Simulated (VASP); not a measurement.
Li3AsF6: single point with PBEsol

Crystal: Li3AsF6.

```
Li As F
1.0
    -0.10858    3.99580    4.05829
     3.99580   -0.10858    4.05829
     3.88722    3.88722    0.00000
Li As F
3 1 6
Direct
  0.35674 0.35674 0.14326
  0.64326 0.64326 0.85674
  0.50000 0.50000 0.50000
  0.00000 0.00000 0.00000
  0.24623 0.24623 0.75377
  0.28598 0.71402 0.77565
  0.75377 0.75377 0.24623
  0.28598 0.71402 0.22435
  0.71402 0.28598 0.77565
  0.71402 0.28598 0.22435
```

This cell differs from its parent crystal: atoms displaced along a vibrational mode, then relaxed in part.

| Item | Value |
| --- | --- |
| Program | VASP 6.6.1 |
| Task | single point |
| Functional | PBEsol |
| Potentials or basis | VASP PAW PBE potentials, release 64 (Li_sv, As, F) |
| Cutoff | 520 eV |
| k mesh | 6 × 6 × 6 |
| Occupations | gaussian, width 0.05 eV |
| Spin | no spin polarisation |
| Dipole correction | no |
| Further INCAR settings | ALGO = Normal; EDIFF = 1e-06; NBANDS = 39 |

```yaml
Largest_force: 0.036 eV/Å
Band_gap_on_the_k_mesh: 3.46 eV (least direct gap 4.03 eV)
```

Forces in eV/Å, atoms in the order of the input:
```
Li   0.000  0.000 -0.017
Li   0.000  0.000  0.017
Li   0.000  0.000  0.000
As   0.000  0.000  0.000
F    0.000  0.000  0.036
F   -0.010  0.001  0.000
F    0.000  0.000 -0.036
F   -0.001  0.010  0.000
F    0.001 -0.010  0.000
F    0.010 -0.001  0.000
```

Levels at points of the mesh, in eV from the valence-band top:
```tsv
k point	band 26	band 27	band 28	band 29	band 30	band 31
(0.00, 0.00, 0.00)	-2.39	-2.34	-1.10	3.65	4.87	5.32
(0.50, 0.00, 0.00)	-2.62	-2.55	-0.13	4.38	4.85	5.98
(0.50, 0.50, 0.00)	-2.88	-2.49	-0.19	3.88	5.18	5.82
(0.00, 0.00, 0.50)	-2.62	-2.52	-0.66	3.46	5.57	6.06
(0.50, 0.00, 0.50)	-2.65	-2.36	0.00	4.10	5.52	5.54
```

Run time: 4 min on 1 thread of AMD EPYC 7R43 64-Core Processor (Zen 3), with other jobs on the host, peak memory 0.32 GiB.

Caveat: the cell differs from its parent crystal (atoms displaced along a vibrational mode, then relaxed in part); the PAW data sets were made with another functional, which shifts forces and pressure a little. A k mesh can miss the band edges.
